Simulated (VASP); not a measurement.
Here is a VASP 6.6.1 calculation.

INCAR

```
PREC     = Accurate       # precision mode
ENCUT    = 520            # plane-wave cutoff, eV
EDIFF    = 1E-6           # SCF threshold, eV
ISMEAR   = 1              # smearing method
SIGMA    = 0.1            # smearing width, eV
LREAL    = False          # projectors in reciprocal space
LASPH    = True           # aspherical terms in the spheres
NELM     = 100            # most SCF steps
ALGO     = Normal         # electronic algorithm
ISIF     = 2              # what is computed and relaxed
LWAVE    = False          # write WAVECAR
LCHARG   = False          # write CHGCAR
GGA      = PE             # functional
NBANDS   = 15             # bands
```

File KPOINTS:

```
Automatic mesh
0
Gamma
  13 13 10
```

The input POSCAR:

```
HfB2
1.0
    3.1400000000      0.0471000000      0.0000000000
   -1.5292102000      2.6957700000      0.0000000000
    0.0000000000      0.0000000000      3.4800000000
Hf B
1 2
Direct
    0.0000000000      0.0000000000      0.0000000000
    0.3333333333      0.6666666667      0.5000000000
    0.6666666667      0.3333333333      0.5000000000
```

Potentials or basis: VASP PAW PBE potentials, release 64 (Hf_pv, B).

Launch:

```bash
$ cat potpaw_PBE.64/Hf_pv/POTCAR potpaw_PBE.64/B/POTCAR > POTCAR
$ mpirun -np 1 vasp_std > vasp.out
```

Task: Predict the pressure.

Result: 1.2 GPa.

Task: Estimate the largest force.

Result: 0.038 eV/Å.

Task: Estimate the band gap on the k mesh.

Result: Zero (band 8 reaches 8.40 eV, above the bottom of band 9 at 7.28 eV).

Stress tensor (GPa, compression positive):
```
 1.08 -8.09  0.00
-8.09  1.24  0.00
 0.00  0.00  1.33
```

Caveat: spin-orbit coupling is left out, which moves the levels of the heavy elements.
